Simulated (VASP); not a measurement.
# PbS (Cmcm) in VASP: elastic constants with LDA

Aim: the elastic constants of PbS with LDA.

All numbers are computed with VASP 6.6.1; they aren't measurements. Logs are shortened: lines on timing, memory, paths and dates and some standing lists are left out, and cuts for length are marked.

### Step 1. The cell of the first run

It takes space group Cmcm (No. 63, orthorhombic). The conventional cell has a = 4.160 Å, b = 11.983 Å, c = 4.279 Å, α = 90.00°, β = 90.00°, γ = 90.00°. Within 3.5 Å of Pb (site symmetry m2m) lie 5 S at 2.69 to 2.99 Å. Within 3.5 Å of S (site symmetry m2m) lie 5 Pb at 2.69 to 2.99 Å.

### Step 2. Elastic constants, LDA

File INCAR:

```
PREC = Accurate ; ENCUT = 600
EDIFF = 1E-8 ; ISMEAR = 0
SIGMA = 0.01 ; LREAL = F
LASPH = T ; NELM = 80
ALGO = Normal ; ISIF = 3
LWAVE = F ; LCHARG = T
GGA = CA ; NBANDS = 28
IBRION = 6 ; NFREE = 2
POTIM = 0.015 ; NSW = 1
```

File KPOINTS:

```
Automatic mesh
0
Gamma
  5 5 5
```

File POSCAR:

```
PbS
1.0
    2.0799526950     -5.9912968650      0.0000000000
    2.0799526950      5.9912968650      0.0000000000
    0.0000000000      0.0000000000      4.2793209400
Pb S
2 2
Direct
    0.1305633500      0.8694366500      0.2500000000
    0.8694366500      0.1305633500      0.7500000000
    0.3547970900      0.6452029100      0.2500000000
    0.6452029100      0.3547970900      0.7500000000
```

Potentials or basis: VASP PAW LDA potentials, release 64 (Pb_d, S).

Command:

```sh
> cat potpaw_LDA.64/Pb_d/POTCAR potpaw_LDA.64/S/POTCAR > POTCAR
> mpirun -np 1 vasp_std > vasp.out
```

OUTCAR:

```text
PREC = Accurate
   ENCUT = 600
   EDIFF = 1E-8
   ISMEAR = 0
   LREAL = F
   LASPH = T
   NELM = 80
   ISIF = 3
   GGA = CA
   IBRION = 6
   NFREE = 2
   POTIM = 0.015
   NSW = 1

 ion  position               nearest neighbor table
   1  0.131  0.869  0.250-   3 2.69   4 2.99   4 2.99   4 2.99   4 2.99   2 3.79   2 3.79   2 4.13
                             2 4.13   2 4.13   2 4.13
   2  0.869  0.131  0.750-   4 2.69   3 2.99   3 2.99   3 2.99   3 2.99   1 3.79   1 3.79   1 4.13
                             1 4.13   1 4.13   1 4.13
   3  0.355  0.645  0.250-   1 2.69   2 2.99   2 2.99   2 2.99   2 2.99
   4  0.645  0.355  0.750-   2 2.69   1 2.99   1 2.99   1 2.99   1 2.99

  LATTYP: Found a base centered orthorhombic cell.
 ALAT       =     4.1599053900
 B/A-ratio  =     2.8804966956
 C/A-ratio  =     1.0287063139

  Lattice vectors:

 A1 = (   2.0799526950,  -5.9912968650,   0.0000000000)
 A2 = (   2.0799526950,   5.9912968650,   0.0000000000)
 A3 = (   0.0000000000,   0.0000000000,   4.2793209400)

Analysis of symmetry for initial positions (statically):
=====================================================================
 Subroutine PRICEL returns:
 Original cell was already a primitive cell.

 Routine SETGRP: Setting up the symmetry group for a
 base centered orthorhombic supercell.

 Subroutine GETGRP returns: Found  8 space group operations
 (whereof  4 operations were pure point group operations)
 out of a pool of  8 trial point group operations.

The static configuration has the point symmetry C_2h.
 The point group associated with its full space group is D_2h.

Analysis of symmetry for dynamics (positions and initial velocities):
=====================================================================
 Subroutine PRICEL returns:
 Original cell was already a primitive cell.

 Routine SETGRP: Setting up the symmetry group for a
[... 1113 lines left out ...]

 [... further k-points ...]

------------------------ aborting loop because EDIFF is reached ----------------------------------------

  FORCE on cell =-STRESS in cart. coord.  units (eV):
  Direction    XX          YY          ZZ          XY          YZ          ZX
  --------------------------------------------------------------------------------------
  -------------------------------------------------------------------------------------
  Total       -2.3100444     -2.0038028     -2.4999763      0.0000000     -0.0399461      0.0000000
  in kB      -34.7017799    -30.1013804    -37.5549617      0.0000000     -0.6000754      0.0000000
  external PRESSURE =     -34.1193740 kB  Pullay stress =       0.0000000 kB
[... 19 lines left out ...]
  FREE ENERGIE OF THE ION-ELECTRON SYSTEM (eV)
  ---------------------------------------------------
  free  energy   TOTEN  =       -19.7712688424 eV

  energy  without entropy=      -19.7712688424  energy(sigma->0) =      -19.77126884

 INTERNAL STRAIN TENSORS FROM STRAINED CELLS
 ============================================

 INTERNAL STRAIN TENSOR FOR ION    1 for displacements in x,y,z  (eV/Angst):
          X           Y           Z          XY          YZ          ZX
  --------------------------------------------------------------------------------
  x     0.00000     0.00000     0.00000    -1.34373     0.00000    -0.00000
  y    -3.57807   -11.54661    -2.83557    -0.00087    -0.00017    -0.00001
  z    -0.00000    -0.00000     0.00000     0.00000    -0.38700    -0.00000

 INTERNAL STRAIN TENSORS FROM DISPLACED ATOMS
 ============================================

 INTERNAL STRAIN TENSOR FOR ION    1 for displacements in x,y,z  (eV/Angst):
          X           Y           Z          XY          YZ          ZX
  --------------------------------------------------------------------------------
  x     0.00000     0.00000     0.00000    -1.44478     0.00000     0.00000
  y    -3.57192   -11.60839    -2.82933     0.00000     0.00000     0.00000
  z    -0.00000    -0.00000    -0.00000     0.00000    -0.38812     0.00000

 INTERNAL STRAIN TENSOR FOR ION    4 for displacements in x,y,z  (eV/Angst):
          X           Y           Z          XY          YZ          ZX
  --------------------------------------------------------------------------------
  x     0.00000     0.00000     0.00000    -2.02952     0.00000     0.00000
  y    -1.31876    -9.77365     0.07097     0.00000     0.00000     0.00000
  z     0.00000    -0.00000     0.00000     0.00000    -2.66544     0.00000

 Eigenvectors and eigenvalues of the dynamical matrix
 ----------------------------------------------------

   1 f  =    5.984888 THz    37.604163 2PiTHz  199.634390 cm-1    24.751499 meV
             X         Y         Z           dx          dy          dz
      2.079953  4.426809  1.069830     0.000000    0.258807    0.000000
      2.079953 -4.426809  3.209491     0.000000    0.258807   -0.000000
      2.079953  1.739907  1.069830    -0.000000   -0.658042    0.000000
      2.079953 -1.739907  3.209491     0.000000   -0.658042    0.000000
[... 71 lines left out ...]
  12 f/i=    1.647182 THz    10.349552 2PiTHz   54.944088 cm-1     6.812196 meV
             X         Y         Z           dx          dy          dz
      2.079953  4.426809  1.069830     0.000000   -0.000000   -0.254845
      2.079953 -4.426809  3.209491     0.000000   -0.000000   -0.254845
      2.079953  1.739907  1.069830    -0.000000   -0.000000    0.659586
      2.079953 -1.739907  3.209491    -0.000000   -0.000000    0.659586

--------------------------------------------------------------------------------------------------------

 ELASTIC MODULI CONTR FROM IONIC RELAXATION (kBar)
 Direction    XX          YY          ZZ          XY          YZ          ZX
 --------------------------------------------------------------------------------
 XX         -68.1645   -192.0693    -59.9818      0.0000      0.0000      0.0000
 YY        -192.0693   -855.8518   -105.0496      0.0000     -0.0000      0.0000
 ZZ         -59.9818   -105.0496    -65.7837      0.0000      0.0000      0.0000
 XY           0.0000      0.0000      0.0000   -227.1999      0.0000      0.0000
 YZ           0.0000     -0.0000      0.0000      0.0000   -106.0011      0.0000
 ZX           0.0000      0.0000      0.0000      0.0000      0.0000      0.0000
 --------------------------------------------------------------------------------

 TOTAL ELASTIC MODULI (kBar)
 Direction    XX          YY          ZZ          XY          YZ          ZX
 --------------------------------------------------------------------------------
 XX         834.6231      7.7331    406.1154      0.0000      0.0000      0.0000
 YY           7.7331    231.3263     99.7025      0.0000     -0.0000      0.0000
 ZZ         406.1154     99.7025    811.1792      0.0000      0.0000      0.0000
 XY           0.0000      0.0000      0.0000    -91.4617      0.0000      0.0000
 YZ           0.0000     -0.0000      0.0000      0.0000     85.9937      0.0000
 ZX           0.0000      0.0000      0.0000      0.0000      0.0000    516.7933
 --------------------------------------------------------------------------------
```

stdout:

```text
POSCAR found type information on POSCAR PbS
 POSCAR found :  2 types and       4 ions
 scaLAPACK will be used
 LDA part: xc-table for (Slater(with rela. corr.)+CA(PZ))
 , standard interpolation
 POSCAR, INCAR and KPOINTS ok, starting setup
 FFT: planning ... GRIDC
 FFT: planning ... GRID_SOFT
 FFT: planning ... GRID
 WAVECAR not read
 entering main loop
 Found     6 degrees of freedom:
 Adding 6 more for cell shape distortion
 Finite differences POTIM= 0.01500 DOF=  12
 bond charge predicted
 Finite differences progress:
 bond charge predicted
 Finite differences progress:
 bond charge predicted
 Finite differences progress:
 bond charge predicted
 Finite differences progress:
 bond charge predicted
 Finite differences progress:
 bond charge predicted
 Finite differences progress:
 bond charge predicted
 Finite differences progress:
 bond charge predicted
 Finite differences progress:
 bond charge predicted
 Finite differences progress:
 bond charge predicted
 Finite differences progress:
 bond charge predicted
 Finite differences progress:
 bond charge predicted
 Finite differences progress:
 bond charge predicted
 Finite differences progress:
 bond charge predicted
 Finite differences progress:
 bond charge predicted
 Finite differences progress:
 bond charge predicted
 Finite differences progress:
 bond charge predicted
 Finite differences progress:
 bond charge predicted
 Finite differences progress:
 bond charge predicted
 Finite differences progress:
 bond charge predicted
 Finite differences progress:
 bond charge predicted
 Finite differences progress:
 bond charge predicted
 Finite differences progress:
 bond charge predicted
 Finite differences progress:
 bond charge predicted
 Finite differences progress:
```

It took 25 min on 1 thread of Intel Xeon 6975P-C (Granite Rapids), shared host; peak memory 0.45 GiB.

What came out:

| Property | Result |
| --- | --- |
| Voigt bulk modulus | 32 GPa |
| Highest phonon frequency at Γ, LO-TO splitting left out | 200 cm⁻¹ |
| Most unstable mode | 55i cm⁻¹ |

Phonon frequencies in cm⁻¹ (negative: imaginary):
```tsv
q point	frequencies
(0.000, 0.000, 0.000)	-55 -21 0 0 0 22 33 68 134 137 198 200
```

Elastic tensor in Voigt notation (GPa, in the Cartesian axes of the cell as first typed):
```
83  1 41  0  0  0
 1 23 10  0  0  0
41 10 81  0  0  0
 0  0  0  9  0  0
 0  0  0  0 52  0
 0  0  0  0  0 -9
```

Clamped-ion elastic tensor (GPa):
```
 90  20  47   0   0   0
 20 109  20   0   0   0
 47  20  88   0   0   0
  0   0   0  19   0   0
  0   0   0   0  52   0
  0   0   0   0   0  14
```

Caveat: the cell is under stress, which shifts elastic constants; some modes are imaginary; the elastic tensor has a negative eigenvalue, so either the cell is unstable as it stands or the mesh is too thin; spin-orbit coupling is left out, which moves the levels of the heavy elements.
